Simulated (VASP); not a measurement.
A run of VASP 6.6.1:

File INCAR:

```
SYSTEM = W
PREC = Accurate ; ENCUT = 520
EDIFF = 1E-6 ; ISMEAR = 0
SIGMA = 0.1 ; LREAL = .FALSE.
LASPH = .TRUE. ; NELM = 60
ALGO = Fast ; ISIF = 2
LWAVE = .FALSE. ; LCHARG = .FALSE.
GGA = CA ; NBANDS = 13
```

File KPOINTS:

```
regular mesh
0
G
  8 8 8
  0 0 0
```

POSCAR

```
W
1.0
   -1.5851577800      1.5851577800      1.5851577800
    1.5851577800     -1.5851577800      1.5851577800
    1.5851577800      1.5851577800     -1.5851577800
W
1
Direct
    0.0000000000      0.0000000000      0.0000000000
```

Potentials or basis: VASP PAW LDA potentials, release 64 (W_sv).

Run with:

```sh
$ cat potpaw_LDA.64/W_sv/POTCAR > POTCAR
$ mpirun -np 1 vasp_std > vasp.out
```

Hardware: 1 thread of Intel(R) Xeon(R) 6975P-C (Granite Rapids), on a shared host.

**Question.** Estimate the wall time of this run.

**Answer.** It took 4.7 s on 1 thread of Intel(R) Xeon(R) 6975P-C (Granite Rapids), on a shared host, peak memory 0.12 GiB. Counts: scf iterations 13, k points 29.
